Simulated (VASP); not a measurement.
# SnSe (Pnma) in VASP: a series of runs

SnSe is run at these levels: r2SCAN; tasks: single point.

Everything below comes from runs of VASP 6.6.1. Logs are shortened: lines on timing, memory, paths and dates and some standing lists are left out, and cuts for length are marked.

**1. The cell of the first run**

It takes space group Pnma (No. 62, orthorhombic). The conventional cell has a = 11.739 Å, b = 4.129 Å, c = 4.782 Å, α = 90.00°, β = 90.00°, γ = 90.00°. Within 3.8 Å of Sn (site symmetry m) lie 6 Se at 2.76 to 3.63 Å and 2 Sn at 3.73 Å. Within 3.7 Å of Se (site symmetry m) lie 6 Sn at 2.76 to 3.63 Å.

**2. Single point, r2SCAN (uniaxial z strain +2.0%)**

The input, POSCAR:

```
SnSe
1.0
   11.7392579279      0.0000000000      0.0000000000
    0.0000000000      4.1294738267      0.0000000000
    0.0000000000      0.0000000000      4.7818447447
Sn Se
4 4
Direct
    0.6212791374      0.7500000000      0.3717161332
    0.8787208626      0.2500000000      0.8717161332
    0.3787208626      0.2500000000      0.6282838668
    0.1212791374      0.7500000000      0.1282838668
    0.1487871418      0.2500000000      0.5083438167
    0.6487871418      0.2500000000      0.9916561833
    0.3512128582      0.7500000000      0.0083438167
    0.8512128582      0.7500000000      0.4916561833
```

The input, INCAR.step1:

```
SYSTEM = SnSe
  ALGO = Normal
  EDIFF = 1E-5
  ENCUT = 550
  GGA = PE
  GGA_COMPAT = .FALSE.
  ISMEAR = 0
  LASPH = .TRUE.
  LCHARG = .FALSE.
  LREAL = .FALSE.
  LWAVE = .TRUE.
  NBANDS = 50
  NELM = 120
  PREC = Accurate
  SIGMA = 0.01
```

The input, INCAR.step2:

```
SYSTEM = SnSe
  ALGO = Normal
  EDIFF = 1E-6
  ENCUT = 550
  GGA_COMPAT = .FALSE.
  ISIF = 2
  ISMEAR = 0
  ISTART = 1
  LASPH = .TRUE.
  LCHARG = .TRUE.
  LELF = .TRUE.
  LMIXTAU = .TRUE.
  LREAL = .FALSE.
  LVHAR = .TRUE.
  LWAVE = .FALSE.
  METAGGA = R2SCAN
  NBANDS = 50
  NELM = 120
  PREC = Accurate
  SIGMA = 0.01
```

The input, KPOINTS:

```
k-points
0
G
  2 6 6
  0 0 0
```

Potentials or basis: VASP PAW PBE potentials, release 64 (Sn_d, Se).

The run is started by

```bash
cat potpaw_PBE.64/Sn_d/POTCAR potpaw_PBE.64/Se/POTCAR > POTCAR
cp INCAR.step1 INCAR
mpirun -np 1 vasp_std > vasp.out
cp INCAR.step2 INCAR
mpirun -np 1 vasp_std > vasp.out
```

OUTCAR:

```text
SYSTEM = SnSe
   EDIFF = 1E-6
   ENCUT = 550
   ISIF = 2
   ISMEAR = 0
   ISTART = 1
   LASPH = .TRUE.
   LREAL = .FALSE.
   METAGGA = R2SCAN
   NELM = 120
   PREC = Accurate

 ion  position               nearest neighbor table
   1  0.621  0.750  0.372-   8 2.76   6 2.77   6 2.77   3 3.73   3 3.73
   2  0.879  0.250  0.872-   6 2.76   8 2.77   8 2.77   4 3.73   4 3.73
   3  0.379  0.250  0.628-   5 2.76   7 2.77   7 2.77   1 3.73   1 3.73
   4  0.121  0.750  0.128-   7 2.76   5 2.77   5 2.77   2 3.73   2 3.73
   5  0.149  0.250  0.508-   3 2.76   4 2.77   4 2.77
   6  0.649  0.250  0.992-   2 2.76   1 2.77   1 2.77
   7  0.351  0.750  0.008-   4 2.76   3 2.77   3 2.77
   8  0.851  0.750  0.492-   1 2.76   2 2.77   2 2.77

  LATTYP: Found a simple orthorhombic cell.
 ALAT       =     4.1294738267
 B/A-ratio  =     1.1579791870
 C/A-ratio  =     2.8427975138

  Lattice vectors:

 A1 = (   0.0000000000,   4.1294738267,   0.0000000000)
 A2 = (   0.0000000000,   0.0000000000,   4.7818447447)
 A3 = (  11.7392579279,   0.0000000000,   0.0000000000)

Analysis of symmetry for initial positions (statically):
=====================================================================
 Subroutine PRICEL returns:
 Original cell was already a primitive cell.

 Routine SETGRP: Setting up the symmetry group for a
 simple orthorhombic supercell.

 Subroutine GETGRP returns: Found  8 space group operations
 (whereof  2 operations were pure point group operations)
 out of a pool of  8 trial point group operations.

The static configuration has the point symmetry S_2 .
 The point group associated with its full space group is D_2h.

Analysis of symmetry for dynamics (positions and initial velocities):
=====================================================================
 Subroutine PRICEL returns:
 Original cell was already a primitive cell.

 Routine SETGRP: Setting up the symmetry group for a
 simple orthorhombic supercell.

 Subroutine GETGRP returns: Found  8 space group operations
 (whereof  2 operations were pure point group operations)
 out of a pool of  8 trial point group operations.

The dynamic configuration has the point symmetry S_2 .
 The point group associated with its full space group is D_2h.

 Subroutine INISYM returns: Found  8 space group operations
 (whereof  2 operations are pure point group operations),
 and found     1 'primitive' translations

----------------------------------------------------------------------------------------

                                     Primitive cell

  volume of cell :     231.8093

  direct lattice vectors                    reciprocal lattice vectors
[... 109 lines left out ...]
   PSTRESS=    0.0 pullay stress
   NELECT =      80.0000    total number of electrons
   NUPDOWN=      -1.0000    fix difference up-down
   EMIN   =  10.00;   EMAX   =-10.00  energy-range for DOS
   EFERMI =   0.00;   METHOD = LEGACY
   ISMEAR =     0;   SIGMA  =   0.01  broadening in eV -4-tet -1-fermi 0-gaus
   EFERMI_NEDOS =   21; number of points for ismear=-14 and -15
   IALGO  =     38    algorithm
   IMIX   =      4    mixing-type and parameters
     AMIX     =   0.40;   BMIX     =  1.00
     AMIX_MAG =   1.60;   BMIX_MAG =  1.00
  volume/ion in A,a.u.               =      28.98       195.54
  Fermi-wavevector in a.u.,A,eV,Ry     =   1.148315  2.170002 17.941029  1.318628
  Thomas-Fermi vector in A             =   2.284991
   LORBIT       =      0    0 simple, 1 ext, 2 COOP (PROOUT), +10 PAW based schemes
   METAGGA = R2SCAN    functional components
   LHFCALC =     F    Hartree Fock is set to
   AEXX    =    0.0000 exact exchange contribution
   IVDW    =     0    specifies the selected vdW correction
   LEPSILON=     F    determine dielectric tensor
   LRPA    =     F    only Hartree local field effects (RPA)
 non-spin polarized calculation
 Gauss-broadening in eV      SIGMA  =   0.01
  energy-cutoff  :      550.00
  volume of cell :      231.81
 maximum number of plane-waves:      6840
 NGX is ok and might be reduce to    90
   NGX = 45   NGY = 15   NGZ = 19

 number of electron      79.9999980 magnetization

 Free energy of the ion-electron system (eV)
  ---------------------------------------------------
  ext. energy  EPLUGINS =         0.00000000
  ---------------------------------------------------
  free energy    TOTEN  =      -159.82346284 eV

  energy without entropy =     -159.82346284  energy(sigma->0) =     -159.82346284

 E-fermi :   4.3537     XC(G=0):  -9.8087

 val. band max:        4.3057881931   @ k =   0.0000   0.0000   0.3333
 cond. band min:       5.4184787586   @ k =   0.0000   0.3333   0.0000
 fundamental gap:      1.1126905655
 Fermi energy:         4.3537106459

 k-point     1 :       0.0000    0.0000    0.0000
  band No.  band energies     occupation
      1     -17.5187      2.00000
      2     -17.5088      2.00000
      3     -17.5006      2.00000
      4     -17.4970      2.00000
      5     -17.4949      2.00000
      6     -17.4942      2.00000
[... 1261 lines left out ...]
     49      10.0399      0.00000
     50      10.0399      0.00000

 [... further k-points ...]

------------------------ aborting loop because EDIFF is reached ----------------------------------------

  FORCE on cell =-STRESS in cart. coord.  units (eV):
  Direction    XX          YY          ZZ          XY          YZ          ZX
  --------------------------------------------------------------------------------------
  -------------------------------------------------------------------------------------
  Total       -0.2692314     -0.6994796     -0.6856528      0.0000000     -0.0000000      0.0000000
  in kB       -1.8608250     -4.8345358     -4.7389705      0.0000000     -0.0000000      0.0000000
  external PRESSURE =      -3.8114438 kB  Pullay stress =       0.0000000 kB

 VOLUME and BASIS-vectors are now :
 -----------------------------------------------------------------------------
  energy-cutoff  :      550.00
  volume of cell :      231.81
      direct lattice vectors                 reciprocal lattice vectors
    11.739257928  0.000000000  0.000000000     0.085184260  0.000000000  0.000000000
     0.000000000  4.129473827  0.000000000     0.000000000  0.242161603  0.000000000
     0.000000000  0.000000000  4.781844745     0.000000000  0.000000000  0.209124314

 POSITION                                       TOTAL-FORCE (eV/Angst)
 -----------------------------------------------------------------------------------
      7.29336      3.09711      1.77749        -0.017248     -0.000000      0.014124
     10.31553      1.03237      4.16841         0.017248     -0.000000      0.014124
      4.44590      1.03237      3.00436         0.017248     -0.000000     -0.014124
      1.42373      3.09711      0.61343        -0.017248      0.000000     -0.014124
      1.74665      1.03237      2.43082        -0.005744     -0.000000      0.011191
      7.61628      1.03237      4.74195        -0.005744     -0.000000     -0.011191
      4.12298      3.09711      0.03990         0.005744     -0.000000      0.011191
      9.99261      3.09711      2.35102         0.005744     -0.000000     -0.011191
 -----------------------------------------------------------------------------------
    total drift:                                0.000000     -0.000000      0.000000

  FREE ENERGIE OF THE ION-ELECTRON SYSTEM (eV)
  ---------------------------------------------------
  free  energy   TOTEN  =      -159.8234628360 eV

  energy  without entropy=     -159.8234628360  energy(sigma->0) =     -159.82346284
```

It took 33 min on 1 thread of Oxide Virtual Turin-like, shared host; peak memory 0.54 GiB.

What came out:

```
Free energy            : -159.8235 eV
Pressure               : -0.4 GPa
Largest force          : 0.022 eV/Å
Band gap on the k mesh : 1.11 eV (least direct gap 1.48 eV)
```

Forces on the atoms (eV/Å):
```
Sn  -0.017  0.000  0.014
Sn   0.017  0.000  0.014
Sn   0.017  0.000 -0.014
Sn  -0.017  0.000 -0.014
Se  -0.006  0.000  0.011
Se  -0.006  0.000 -0.011
Se   0.006  0.000  0.011
Se   0.006  0.000 -0.011
```

Caveat: the cell differs from its parent crystal (uniaxial z strain +2.0%); the PAW data sets were made with another functional, which shifts forces and pressure a little; spin-orbit coupling is left out, which moves the levels of the heavy elements.

**3. Single point, r2SCAN (uniaxial z strain -2.0%)**

The input, POSCAR:

```
SnSe
1.0
   11.7392579279      0.0000000000      0.0000000000
    0.0000000000      4.1294738267      0.0000000000
    0.0000000000      0.0000000000      4.5943214213
Sn Se
4 4
Direct
    0.6208818713      0.7500000000      0.3854612998
    0.8791181287      0.2500000000      0.8854612998
    0.3791181287      0.2500000000      0.6145387002
    0.1208818713      0.7500000000      0.1145387002
    0.1480951274      0.2500000000      0.5111801202
    0.6480951274      0.2500000000      0.9888198798
    0.3519048726      0.7500000000      0.0111801202
    0.8519048726      0.7500000000      0.4888198798
```

The input, INCAR.step1:

```
SYSTEM = SnSe
PREC = Accurate ; ENCUT = 550
ISMEAR = 0 ; SIGMA = 0.01
LREAL = .False. ; LASPH = .True.
NELM = 120 ; NBANDS = 50
GGA = PE ; ALGO = Normal
EDIFF = 1E-5 ; LWAVE = .True.
LCHARG = .False. ; GGA_COMPAT = .False.
```

The input, INCAR.step2:

```
SYSTEM = SnSe
PREC = Accurate ; ENCUT = 550
EDIFF = 1E-6 ; ISMEAR = 0
SIGMA = 0.01 ; LREAL = .False.
LASPH = .True. ; NELM = 120
ALGO = Normal ; ISIF = 2
LWAVE = .False. ; LCHARG = .True.
METAGGA = R2SCAN ; LMIXTAU = .True.
LELF = .True. ; LVHAR = .True.
NBANDS = 50 ; ISTART = 1
GGA_COMPAT = .False.
```

The input, KPOINTS:

```
Automatic mesh
0
Gamma
  2 6 6
  0 0 0
```

Potentials or basis: VASP PAW PBE potentials, release 64 (Sn_d, Se).

The run is started by

```bash
cat potpaw_PBE.64/Sn_d/POTCAR potpaw_PBE.64/Se/POTCAR > POTCAR
cp INCAR.step1 INCAR
mpirun -np 1 vasp_std > vasp.out
cp INCAR.step2 INCAR
mpirun -np 1 vasp_std > vasp.out
```

OUTCAR:

```text
SYSTEM = SnSe
   PREC = Accurate
   ENCUT = 550
   EDIFF = 1E-6
   ISMEAR = 0
   LREAL = .False.
   LASPH = .True.
   NELM = 120
   ISIF = 2
   METAGGA = R2SCAN
   ISTART = 1

 ion  position               nearest neighbor table
   1  0.621  0.750  0.385-   8 2.75   6 2.77   6 2.77   3 3.66   3 3.66
   2  0.879  0.250  0.885-   6 2.75   8 2.77   8 2.77   4 3.66   4 3.66
   3  0.379  0.250  0.615-   5 2.75   7 2.77   7 2.77   1 3.66   1 3.66
   4  0.121  0.750  0.115-   7 2.75   5 2.77   5 2.77   2 3.66   2 3.66
   5  0.148  0.250  0.511-   3 2.75   4 2.77   4 2.77
   6  0.648  0.250  0.989-   2 2.75   1 2.77   1 2.77
   7  0.352  0.750  0.011-   4 2.75   3 2.77   3 2.77
   8  0.852  0.750  0.489-   1 2.75   2 2.77   2 2.77

  LATTYP: Found a simple orthorhombic cell.
 ALAT       =     4.1294738267
 B/A-ratio  =     1.1125682385
 C/A-ratio  =     2.8427975138

  Lattice vectors:

 A1 = (   0.0000000000,   4.1294738267,   0.0000000000)
 A2 = (   0.0000000000,   0.0000000000,   4.5943214213)
 A3 = (  11.7392579279,   0.0000000000,   0.0000000000)

Analysis of symmetry for initial positions (statically):
=====================================================================
 Subroutine PRICEL returns:
 Original cell was already a primitive cell.

 Routine SETGRP: Setting up the symmetry group for a
 simple orthorhombic supercell.

 Subroutine GETGRP returns: Found  8 space group operations
 (whereof  2 operations were pure point group operations)
 out of a pool of  8 trial point group operations.

The static configuration has the point symmetry S_2 .
 The point group associated with its full space group is D_2h.

Analysis of symmetry for dynamics (positions and initial velocities):
=====================================================================
 Subroutine PRICEL returns:
 Original cell was already a primitive cell.

 Routine SETGRP: Setting up the symmetry group for a
 simple orthorhombic supercell.

 Subroutine GETGRP returns: Found  8 space group operations
 (whereof  2 operations were pure point group operations)
[... 142 lines left out ...]
   AEXX    =    0.0000 exact exchange contribution
   IVDW    =     0    specifies the selected vdW correction
   LEPSILON=     F    determine dielectric tensor
   LRPA    =     F    only Hartree local field effects (RPA)
 non-spin polarized calculation
 Gauss-broadening in eV      SIGMA  =   0.01
  energy-cutoff  :      550.00
  volume of cell :      222.72
 maximum number of plane-waves:      6572
 NGX is ok and might be reduce to    90
   NGX = 45   NGY = 15   NGZ = 17

 number of electron      79.9999989 magnetization

 Free energy of the ion-electron system (eV)
  ---------------------------------------------------
  ext. energy  EPLUGINS =         0.00000000
  ---------------------------------------------------
  free energy    TOTEN  =      -159.82230294 eV

  energy without entropy =     -159.82230294  energy(sigma->0) =     -159.82230294

 E-fermi :   4.8909     XC(G=0): -10.0239

 val. band max:        4.7853926720   @ k =   0.0000   0.0000   0.3333
 cond. band min:       5.7652561087   @ k =   0.0000   0.3333   0.0000
 fundamental gap:      0.9798634366
 Fermi energy:         4.8908621189

 k-point     1 :       0.0000    0.0000    0.0000
  band No.  band energies     occupation
      1     -17.1334      2.00000
      2     -17.1207      2.00000
      3     -17.1145      2.00000
      4     -17.1119      2.00000
      5     -17.1079      2.00000
      6     -17.1079      2.00000
[... 1261 lines left out ...]
     49      10.7322      0.00000
     50      10.7322      0.00000

 [... further k-points ...]

------------------------ aborting loop because EDIFF is reached ----------------------------------------

  FORCE on cell =-STRESS in cart. coord.  units (eV):
  Direction    XX          YY          ZZ          XY          YZ          ZX
  --------------------------------------------------------------------------------------
  -------------------------------------------------------------------------------------
  Total        0.3572718      0.8362460      0.9021131      0.0000000     -0.0000000      0.0000000
  in kB        2.5701152      6.0157239      6.4895538      0.0000000     -0.0000000      0.0000000
  external PRESSURE =       5.0251309 kB  Pullay stress =       0.0000000 kB

 VOLUME and BASIS-vectors are now :
 -----------------------------------------------------------------------------
  energy-cutoff  :      550.00
  volume of cell :      222.72
      direct lattice vectors                 reciprocal lattice vectors
    11.739257928  0.000000000  0.000000000     0.085184260  0.000000000  0.000000000
     0.000000000  4.129473827  0.000000000     0.000000000  0.242161603  0.000000000
     0.000000000  0.000000000  4.594321421     0.000000000  0.000000000  0.217660000

 POSITION                                       TOTAL-FORCE (eV/Angst)
 -----------------------------------------------------------------------------------
      7.28869      3.09711      1.77093        -0.013608      0.000000      0.014745
     10.32019      1.03237      4.06809         0.013608     -0.000000      0.014745
      4.45057      1.03237      2.82339         0.013608     -0.000000     -0.014745
      1.41906      3.09711      0.52623        -0.013608     -0.000000     -0.014745
      1.73853      1.03237      2.34853        -0.002295      0.000000      0.013851
      7.60816      1.03237      4.54296        -0.002295     -0.000000     -0.013851
      4.13110      3.09711      0.05137         0.002295      0.000000      0.013851
     10.00073      3.09711      2.24580         0.002295     -0.000000     -0.013851
 -----------------------------------------------------------------------------------
    total drift:                                0.000000     -0.000000      0.000000

  FREE ENERGIE OF THE ION-ELECTRON SYSTEM (eV)
  ---------------------------------------------------
  free  energy   TOTEN  =      -159.8223029424 eV

  energy  without entropy=     -159.8223029424  energy(sigma->0) =     -159.82230294
```

OUTCAR.step1:

```text
SYSTEM = SnSe
   PREC = Accurate
   ENCUT = 550
   ISMEAR = 0
   LREAL = .False.
   LASPH = .True.
   NELM = 120
[... 1520 lines left out ...]
      7.60816      1.03237      4.54296        -0.136199     -0.000000     -0.178059
      4.13110      3.09711      0.05137         0.136199      0.000000      0.178059
     10.00073      3.09711      2.24580         0.136199     -0.000000     -0.178059
 -----------------------------------------------------------------------------------
    total drift:                                0.000000     -0.000000      0.000000

  FREE ENERGIE OF THE ION-ELECTRON SYSTEM (eV)
  ---------------------------------------------------
  free  energy   TOTEN  =       -32.8150922141 eV

  energy  without entropy=      -32.8150922141  energy(sigma->0) =      -32.81509221
```

OSZICAR.step1:

```text
N       E                     dE             d eps       ncg     rms          rms(c)
DAV:   1     0.887862932117E+03    0.88786E+03   -0.37665E+04  3352   0.209E+03
DAV:   2     0.123955724245E+03   -0.76391E+03   -0.74031E+03  3200   0.594E+02
DAV:   3    -0.223354332700E+02   -0.14629E+03   -0.13911E+03  3782   0.206E+02
DAV:   4    -0.331952514517E+02   -0.10860E+02   -0.10663E+02  3770   0.557E+01
DAV:   5    -0.335629024581E+02   -0.36765E+00   -0.36639E+00  3774   0.108E+01    0.650E+00
DAV:   6    -0.328210982574E+02    0.74180E+00   -0.12734E+00  4440   0.569E+00    0.406E+00
DAV:   7    -0.328170376196E+02    0.40606E-02   -0.58847E-01  4114   0.263E+00    0.156E+00
DAV:   8    -0.328145152065E+02    0.25224E-02   -0.56191E-02  4170   0.152E+00    0.355E-01
DAV:   9    -0.328148922067E+02   -0.37700E-03   -0.81753E-03  3914   0.596E-01    0.114E-01
DAV:  10    -0.328150283748E+02   -0.13617E-03   -0.93275E-04  3934   0.148E-01    0.599E-02
DAV:  11    -0.328151066358E+02   -0.78261E-04   -0.26667E-04  4060   0.911E-02    0.222E-02
DAV:  12    -0.328150911469E+02    0.15489E-04   -0.38387E-05  3014   0.353E-02    0.775E-03
DAV:  13    -0.328150922141E+02   -0.10672E-05   -0.90589E-06  1870   0.138E-02
   1 F= -.32815092E+02 E0= -.32815092E+02  d E =-.737001E-74
```

Wall time 23 min (1 thread of Oxide Virtual Turin-like, shared host); peak memory 0.5 GiB.

Results:

| Item | Value |
| --- | --- |
| Free energy | -159.8223 eV |
| Pressure | 0.5 GPa |
| Largest force | 0.020 eV/Å |
| Band gap on the k mesh | 0.98 eV (least direct gap 1.27 eV) |

Forces on the atoms (eV/Å):
```
Sn  -0.014  0.000  0.015
Sn   0.014  0.000  0.015
Sn   0.014  0.000 -0.015
Sn  -0.014  0.000 -0.015
Se  -0.002  0.000  0.014
Se  -0.002  0.000 -0.014
Se   0.002  0.000  0.014
Se   0.002  0.000 -0.014
```

Stress tensor (GPa, compression positive):
```
0.26 0.00 0.00
0.00 0.60 0.00
0.00 0.00 0.65
```

Levels at points of the mesh, in eV from the valence-band top:
```csv
k point,band 38,band 39,band 40,band 41,band 42,band 43
"(0.00, 0.00, 0.00)",-1.10,-0.70,-0.28,1.05,3.09,3.10
"(0.50, 0.00, 0.00)",-1.84,-0.46,-0.46,2.69,2.69,2.90
"(0.00, 0.50, 0.00)",-0.99,-0.98,-0.98,1.48,1.48,1.61
"(0.50, 0.50, 0.00)",-1.11,-1.11,-1.11,1.77,1.77,1.77
"(0.00, 0.00, 0.50)",-0.78,-0.08,-0.08,1.64,1.64,2.11
"(0.50, 0.00, 0.50)",-0.54,-0.09,-0.09,1.64,1.64,2.10
"(0.00, 0.50, 0.50)",-2.14,-1.36,-1.36,2.97,2.97,3.25
"(0.50, 0.50, 0.50)",-1.50,-1.50,-1.50,2.82,2.82,2.82
```

Caveat: the cell differs from its parent crystal (uniaxial z strain -2.0%); the PAW data sets were made with another functional, which shifts forces and pressure a little; spin-orbit coupling is left out, which moves the levels of the heavy elements. A k mesh can miss the band edges.
